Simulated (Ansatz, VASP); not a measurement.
## SnO2 in VASP and in Ansatz

```
Sn O
1.0
     1.58980    0.91787    4.65593
    -1.58980    0.91787    4.65593
     0.00000   -1.83574    4.65593
Sn O
1 2
Direct
  0.50000 0.50000 0.50000
  0.23488 0.23488 0.23488
  0.76512 0.76512 0.76512
```

Alike in both runs: task single point; functional PBE; k mesh 12 × 12 × 12; occupations gaussian, width 0.05 eV; no spin polarisation.

```csv
,VASP,Ansatz
version,VASP 6.6.1,Ansatz 0.2.0
potentials or method,"VASP PAW PBE potentials, release 64 (Sn_d, O), cutoff 520 eV","scalar-relativistic, plane waves, PAW"
valence electrons in the cell,26,26
```

|  | VASP | Ansatz | Ansatz less VASP |
| --- | --- | --- | --- |
| gap on the k mesh at the Fermi level (eV) | 2.35 | 2.37 | +0.020 |
| least direct gap on the mesh (eV) | 2.60 | 2.61 | +0.012 |
| pressure (GPa) | 12.9 | 12.2 | -0.76 |
| traceless stress, the component that is largest in VASP (GPa) | -3.77 | -3.27 | +0.497 |
| rms of the force components (eV/Å) | 0.558 | 0.527 | -0.0310 |

Atom by atom the forces differ by 0.031 eV/Å (rms over components).
